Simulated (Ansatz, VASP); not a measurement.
# Si2P: VASP beside Ansatz

The input INCAR:

```
PREC = Accurate
ENCUT = 520
EDIFF = 1E-7
ISMEAR = 0
SIGMA = 0.1
LREAL = False
LASPH = True
NELM = 80
ALGO = Normal
ISIF = 2
LWAVE = False
LCHARG = False
GGA = PE
NBANDS = 14
```

Contents of KPOINTS:

```
regular mesh
0
Gamma
  6 6 6
```

Contents of POSCAR:

```
Si2P
1.0
    4.6605509400      0.0000000000      0.0000000000
   -2.3302754700      4.0361555100      0.0000000000
    0.0000000000      0.0000000000      2.8512675800
Si P
2 1
Direct
    0.0000000000      0.0000000000      0.5000000000
    0.3333333300      0.6666666700      0.0000000000
    0.6666666700      0.3333333300      0.5000000000
```

Input for Ansatz:

```yaml
crystal:
  lattice:
    - [4.66055094, 0.0, 0.0]
    - [-2.33027547, 4.03615551, 0.0]
    - [0.0, 0.0, 2.85126758]
  atoms:
    - { symbol: Si, position: [0.0, 0.0, 0.5] }
    - { symbol: Si, position: [0.33333333, 0.66666667, 0.0] }
    - { symbol: P, position: [0.66666667, 0.33333333, 0.5] }
basis:
  ecutwfc: 420
kpoints:
  mp_grid: { grid: [6, 6, 6] }
hamiltonian:
  xc: pbe
scf:
  occupations: { method: gaussian, width: 0.1 }
  lower_state_search: "off"
output:
  forces: true
  stress: true
  eigenvalues: true
```

Change from the starting cell: species swapped into the In2Bi type (P-6m2, No. 187).

Alike in both runs: task single point; functional PBE; k mesh 6 × 6 × 6; occupations gaussian, width 0.1 eV; no spin polarisation.

|  | VASP | Ansatz |
| --- | --- | --- |
| version | VASP 6.6.1 | Ansatz 0.2.0 |
| potentials or method | VASP PAW PBE potentials, release 64 (Si, P), cutoff 520 eV | scalar-relativistic, plane waves, PAW |
| valence electrons in the cell | 13 | 13 |

```csv
,VASP,Ansatz,Ansatz less VASP
gap on the k mesh at the Fermi level (eV),none,none,-
pressure (GPa),-12.0,-12.0,+0.02
"traceless stress, the component that is largest in VASP (GPa)",3.06,3.05,-0.014
```

A gap of «none» marks a metal or a gap that the smearing closes. The functional is the same, so the differences come from potentials, cutoffs and numerics.

The k mesh is coarse, so the values compare programs but aren't converged.
